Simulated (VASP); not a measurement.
Cd3Ga2O:

```
CELL_PARAMETERS angstrom
4.12158 0.00000 0.00000
-2.06079 3.56939 0.00000
0.00000 0.00000 10.01639
ATOMIC_POSITIONS crystal
Cd 0.00000 0.00000 0.25037
Cd 0.66667 0.33333 0.59209
Cd 0.33333 0.66667 0.90893
Ga 0.00000 0.00000 0.99686
Ga 0.66667 0.33333 0.33764
O 0.33333 0.66667 0.66411
```

The cell was built from a structure type or drawn by symmetry, and may not be a known phase.

```yaml
Program: VASP 6.6.1
Task: relaxation of cell and atoms
Functional: PBE
Potentials_or_basis: VASP PAW PBE potentials, release 64 (Cd, Ga_d, O)
Cutoff: 600 eV
k_mesh: 6 × 6 × 2
Occupations: gaussian, width 0.1 eV
Spin: no spin polarisation
```

At the start: pressure 1.6 GPa; volume 24.56 Å³/atom.

Problem. Where does the relaxation end?

Solution. Over 29 steps the energy falls by 385.2 meV/atom and the volume is 21.27 Å³/atom (-13.4 %); space group P3m1 (No. 156, to 0.1 Å) before and after.

Step by step:
```tsv
step	energy change (eV)	largest force (eV/Å)	pressure (GPa)	volume (Å³)
1	0.0000	2.0782	1.63	147.36
2	-0.3145	1.7134	-0.27	152.73
3	-0.5482	0.8666	-2.21	161.97
4	-0.7534	0.9328	-0.27	153.76
5	-0.7715	1.0805	0.63	150.95
6	-0.9315	1.2834	1.05	147.87
7	-1.3567	1.9360	2.94	137.98
8	0.3930	2.4425	19.19	115.91
9	-1.5032	1.6254	3.94	134.51
10	-1.5000	1.4144	5.19	131.43
11	-1.6041	1.4354	4.28	132.51
12	-1.6256	1.4499	3.74	133.33
13	-1.7325	1.3080	2.38	135.89
14	-1.8851	0.8525	-0.85	143.71
15	-1.8888	0.7773	-1.27	144.99
16	-1.9279	0.7481	-1.16	144.01
17	-2.0259	0.5701	-0.81	141.10
18	-2.0874	0.6606	0.01	135.40
19	-2.0918	0.4163	-0.24	136.84
20	-2.1474	0.3932	-0.30	135.37
21	-2.2262	0.6746	-0.42	131.05
22	-2.2799	0.4338	-0.13	129.36
23	-2.3064	0.2278	0.20	127.43
24	-2.3068	0.1983	0.26	127.13
25	-2.3102	0.0823	-0.06	127.75
26	-2.3105	0.0715	-0.19	127.99
27	-2.3111	0.0526	0.04	127.59
28	-2.3111	0.0505	0.03	127.61
29	-2.3113	0.0373	0.02	127.62
```

Final structure:
```
Cd Ga O
1.0
     3.40992    0.00000    0.00000
    -1.70496    2.95308    0.00000
     0.00000    0.00000   12.67315
Cd Ga O
3 2 1
Direct
  0.00000 0.00000 0.22176
  0.66667 0.33333 0.59873
  0.33333 0.66667 0.84986
  0.00000 0.00000 0.01266
  0.66667 0.33333 0.38700
  0.33333 0.66667 0.67999
```

Caveat: a cell axis changed by over 15 % at a fixed basis, so the end point is rough.
